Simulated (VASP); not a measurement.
Wanted: the native input for a VASP 6.6.1 run.

```yaml
Task: single point
Functional: r2SCAN
Potentials_or_basis: VASP PAW PBE potentials, release 64 (Sc_sv, Sb, Pt)
Cutoff: 520 eV
k_mesh: 4 × 4 × 4
Occupations: gaussian, width 0.1 eV
Spin: no spin polarisation
Dipole_correction: no
Further_INCAR_settings: ALGO = Normal; EDIFF = 1e-07; NBANDS = 31
```

The system is ScSbPt3.

```
CELL_PARAMETERS angstrom
4.44743 0.00000 0.00000
0.00000 4.44743 0.00000
0.00000 0.00000 4.44743
ATOMIC_POSITIONS crystal
Sc 0.00000 0.00000 0.00000
Sb 0.50000 0.50000 0.50000
Pt 0.00000 0.50000 0.50000
Pt 0.50000 0.00000 0.50000
Pt 0.50000 0.50000 0.00000
```

The input as run:

POSCAR

```
ScSbPt3
1.0
    4.4474276834      0.0000000000      0.0000000000
    0.0000000000      4.4474276834      0.0000000000
    0.0000000000      0.0000000000      4.4474276834
Sc Sb Pt
1 1 3
Direct
    0.0000000000      0.0000000000      0.0000000000
    0.5000000000      0.5000000000      0.5000000000
    0.0000000000      0.5000000000      0.5000000000
    0.5000000000      0.0000000000      0.5000000000
    0.5000000000      0.5000000000      0.0000000000
```

INCAR.step1

```
ALGO     = Normal         # electronic algorithm
EDIFF    = 1E-4           # SCF threshold, eV
ENCUT    = 520            # plane-wave cutoff, eV
GGA      = PE             # functional
ISMEAR   = 0              # smearing method
LASPH    = True           # aspherical terms in the spheres
LCHARG   = False          # write CHGCAR
LREAL    = False          # projectors in reciprocal space
LWAVE    = True           # write WAVECAR
NBANDS   = 31             # bands
NELM     = 80             # most SCF steps
PREC     = Accurate       # precision mode
SIGMA    = 0.1            # smearing width, eV
```

INCAR.step2

```
ALGO     = Normal         # electronic algorithm
EDIFF    = 1E-7           # SCF threshold, eV
ENCUT    = 520            # plane-wave cutoff, eV
ISIF     = 2              # what is computed and relaxed
ISMEAR   = 0              # smearing method
ISTART   = 1            
LASPH    = True           # aspherical terms in the spheres
LCHARG   = False          # write CHGCAR
LMIXTAU  = True         
LREAL    = False          # projectors in reciprocal space
LWAVE    = False          # write WAVECAR
METAGGA  = R2SCAN         # meta-GGA
NBANDS   = 31             # bands
NELM     = 80             # most SCF steps
PREC     = Accurate       # precision mode
SIGMA    = 0.1            # smearing width, eV
```

KPOINTS

```
k-points
0
Gamma
  4 4 4
```

Potentials or basis: VASP PAW PBE potentials, release 64 (Sc_sv, Sb, Pt).

Run with:

```bash
$ cat potpaw_PBE.64/Sc_sv/POTCAR potpaw_PBE.64/Sb/POTCAR potpaw_PBE.64/Pt/POTCAR > POTCAR
$ cp INCAR.step1 INCAR
$ mpirun -np 1 vasp_std > vasp.out
$ cp INCAR.step2 INCAR
$ mpirun -np 1 vasp_std > vasp.out
```

Results of the run:

| Item | Value |
| --- | --- |
| Pressure | 58.9 GPa |
| Band gap on the k mesh | zero (bands 23 and 24 overlap by 1.23 eV) |

Caveat: the cell stands under pressure; the PAW data sets were made with another functional, which shifts forces and pressure a little; spin-orbit coupling is left out, which moves the levels of the heavy elements.

Wall time 110 s on 1 thread of Intel(R) Xeon(R) 6975P-C (Granite Rapids), with other jobs on the host, peak memory 0.22 GiB.
